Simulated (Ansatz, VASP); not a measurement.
Hf: VASP beside Ansatz

Contents of INCAR:

```
SYSTEM = Hf
AGGAC = 1.0 ; AGGAX = 1.0
ALDAC = 0.0 ; ALDAX = 1.0
ALGO = Normal ; EDIFF = 1E-7
ENCUT = 520 ; GGA = B5
ISIF = 2 ; ISMEAR = -1
LASPH = .True. ; LCHARG = .True.
LELF = .True. ; LREAL = .False.
LVHAR = .True. ; LWAVE = .False.
NBANDS = 28 ; NELM = 60
PREC = Accurate ; SIGMA = 0.1
```

Contents of KPOINTS:

```
k-points
0
Gamma
  13 13 4
  0 0 0
```

Contents of POSCAR:

```
Hf
1.0
    3.1837586439      0.0000000000      0.0000000000
   -1.5918793219      2.7572158652      0.0000000000
    0.0000000000      0.0000000000     10.1774381113
Hf
4
Direct
    0.0000000000      1.0000000000      0.0000000000
    0.0000000000      1.0000000000      0.5000000000
    0.3333333333      0.6666666667      0.2500000000
    0.6666666667      0.3333333333      0.7500000000
```

Input for Ansatz:

```yaml
crystal:
  lattice:
    - [3.1837586439, 0.0, 0.0]
    - [-1.5918793219, 2.7572158652, 0.0]
    - [0.0, 0.0, 10.1774381113]
  atoms:
    - { symbol: Hf, position: [0.0, 1.0, 0.0] }
    - { symbol: Hf, position: [0.0, 1.0, 0.5] }
    - { symbol: Hf, position: [0.3333333333, 0.6666666667, 0.25] }
    - { symbol: Hf, position: [0.6666666667, 0.3333333333, 0.75] }
hamiltonian:
  xc: blyp
  pseudopotentials:
    kind: paw
    azcp:
      Hf: "pseudopotentials/Hf.paw.azcp"
basis:
  ecutwfc: 420
  fft_grid_basis: typed
kpoints:
  mp_grid: { grid: [13, 13, 4], shift: [0, 0, 0] }
magnetization:
  spin_polarized: false
scf:
  occupations: { method: fermi_dirac, width: 0.1 }
  lower_state_search: "off"
output:
  stress: true
  write_density: true
  write_potential: true
  elf: true
  volumetric_format: npy
```

Alike in both runs: task single point; functional BLYP; k mesh 13 × 13 × 4; occupations fermi-dirac, width 0.1 eV; no spin polarisation.

|  | VASP | Ansatz |
| --- | --- | --- |
| version | VASP 6.6.1 | Ansatz 0.2.0 |
| potentials or method | VASP PAW PBE potentials, release 64 (Hf_pv), cutoff 520 eV | plane waves (420 eV) with PAW, scalar-relativistic |
| valence electrons in the cell | 40 | 104 |

Ansatz gave:

```
pressure (GPa)                                                : 4.4
traceless stress, the component that is largest in VASP (GPa) : 0.05
```

Problem. Which values does VASP return?

Solution. Pressure (GPa): 4.4; traceless stress, the component that is largest in VASP (GPa): 0.04.

VASP's potentials were made for PBE, not for BLYP. The functional is the same, so the differences come from potentials, cutoffs and numerics. VASP's potentials hold 40 valence electrons a cell and Ansatz's 104, so a difference there can come from the potentials and not from the codes.

Neither program's run includes spin-orbit coupling.
